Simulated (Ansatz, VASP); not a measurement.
**Two plane-wave programs on MgO**

Contents of POSCAR:

```
MgO
1.0
    2.6556162495      0.0000000000      0.0000000000
    0.0000000000      2.6556162495      0.0000000000
    0.0000000000      0.0000000000      2.6556162495
Mg O
1 1
Direct
    0.0000000000      0.0000000000      0.0000000000
    0.5000000000      0.5000000000      0.5000000000
```

The input INCAR.step1:

```
ALGO = Normal ; EDIFF = 1E-5
ENCUT = 920 ; GGA = PE
GGA_COMPAT = F ; ISMEAR = 0
LASPH = T ; LCHARG = F
LREAL = F ; LWAVE = T
NBANDS = 15 ; NELM = 120
PREC = Accurate ; SIGMA = 0.01
```

The input INCAR.step2:

```
ALGO = Normal ; EDIFF = 1E-6
ENCUT = 920 ; GGA_COMPAT = F
ISIF = 2 ; ISMEAR = 0
ISTART = 1 ; LASPH = T
LCHARG = T ; LELF = T
LMIXTAU = T ; LREAL = F
LVHAR = T ; LWAVE = F
METAGGA = R2SCAN ; NBANDS = 15
NELM = 120 ; PREC = Accurate
SIGMA = 0.01
```

The input KPOINTS:

```
k-points
0
Gamma
  10 10 10
```

Input for Ansatz:

```yaml
crystal:
  lattice:
    - [2.6556162495, 0.0, 0.0]
    - [0.0, 2.6556162495, 0.0]
    - [0.0, 0.0, 2.6556162495]
  atoms:
    - { symbol: Mg, position: [0.0, 0.0, 0.0] }
    - { symbol: O, position: [0.5, 0.5, 0.5] }
kpoints:
  mp_grid: { grid: [10, 10, 10] }
  band_path:
    path: [[0.0, 0.0, 0.0], [0.0, 0.5, 0.0], [0.5, 0.5, 0.0], [0.5, 0.5, 0.5]]
    npoints: 1
hamiltonian:
  xc: r2scan
scf:
  occupations: { method: fixed }
  n_extra_bands: 4
output:
  forces: true
  stress: true
  eigenvalues: true
  write_density: true
  write_potential: true
  elf: true
  volumetric_format: npy
```

Change from the starting cell: hydrostatic strain +1.2%.

Alike in both runs: task single point; functional r2SCAN; k mesh 10 × 10 × 10; no spin polarisation.

|  | VASP | Ansatz |
| --- | --- | --- |
| version | VASP 6.6.1 | Ansatz 0.2.0 |
| potentials or method | VASP PAW PBE potentials, release 64 (Mg_sv, O) | plane waves, PAW |
| plane-wave cutoff (eV) | 920 | 500 |
| occupations | gaussian, width 0.01 eV | fixed |
| valence electrons in the cell | 16 | 16 |

VASP gave:

| Property | Result |
| --- | --- |
| gap on the k mesh at the Fermi level (eV) | 3.18 |
| pressure (GPa) | -5.0 |

Q: Estimate Ansatz's values.

A: gap on the k mesh at the Fermi level (eV): 3.14; pressure (GPa): -5.4.

VASP's potentials were made for PBE, not for r2SCAN.
